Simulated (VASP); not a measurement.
## LiCl: single point with PBE

LiCl:

```
Li Cl
1.0
     0.00000    2.56476    2.64170
     2.56476    0.00000    2.64170
     2.56476    2.56476    0.00000
Li Cl
1 1
Direct
  0.00000 0.00000 0.00000
  0.50000 0.50000 0.50000
```

This cell differs from its parent crystal: strain +0.000 along x and y, +0.030 along z.

```json
{
 "Program": "VASP 6.6.1",
 "Task": "single point",
 "Functional": "PBE",
 "Potentials or basis": "VASP PAW PBE potentials, release 64 (Li_sv, Cl)",
 "Cutoff": "520 eV",
 "k mesh": "8 × 8 × 8",
 "Occupations": "gaussian, width 0.05 eV",
 "Spin": "no spin polarisation",
 "Dipole correction": "no",
 "Further INCAR settings": "ALGO = Normal; EDIFF = 1e-07; NBANDS = 12"
}
```

The band gap on the k mesh is 6.13 eV, direct.

Levels at points of the mesh, in eV from the valence-band top:
```
           k point  band 1  band 2  band 3  band 4  band 5  band 6  band 7  band 8  band 9  band 10
(0.00, 0.00, 0.00)  -43.62  -13.34   -0.07   -0.07    0.00    6.13   11.70   11.96   11.96    13.94
(0.50, 0.00, 0.00)  -43.62  -12.81   -2.74   -0.33   -0.25    6.68    9.33    9.55   12.63    16.66
(0.50, 0.50, 0.00)  -43.62  -12.62   -2.80   -1.04   -1.04    7.82    8.38   11.88   14.00    14.00
(0.50, 0.00, 0.50)  -43.62  -12.57   -2.81   -1.22   -1.03    7.76    8.25   12.28   13.50    14.07
```

Wall time 11 s on 1 thread of Intel(R) Xeon(R) 6975P-C (Granite Rapids), with other jobs on the host, peak memory 0.16 GiB.

Caveat: the cell differs from its parent crystal (strain +0.000 along x and y, +0.030 along z). A k mesh can miss the band edges.
